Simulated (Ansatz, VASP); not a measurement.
## AlN in VASP and in Ansatz

```xyz
2
Lattice="0.0000 2.1861 2.1861 2.1861 0.0000 2.1861 2.1861 2.1861 0.0000" Properties=species:S:1:pos:R:3 pbc="T T T"
Al    0.0000    0.0000    0.0000
N     3.2792    3.2792    3.2792
```

Alike in both runs: functional PBE; dispersion D3(BJ); k mesh 8 × 8 × 8; no spin polarisation.

Ansatz relaxed the structure, and its values are those at the end. VASP's run is a single point on that final structure, the one shown.

|  | VASP | Ansatz |
| --- | --- | --- |
| version | VASP 6.6.1 | Ansatz 0.2.0 |
| potentials or method | VASP PAW PBE potentials, release 64 (Al, N), cutoff 520 eV | plane waves, PAW |
| occupations | gaussian, width 0.01 eV | fixed |
| valence electrons in the cell | 8 | 8 |

|  | VASP | Ansatz | Ansatz less VASP |
| --- | --- | --- | --- |
| pressure (GPa) | -0.3 | 0.0 | +0.25 |
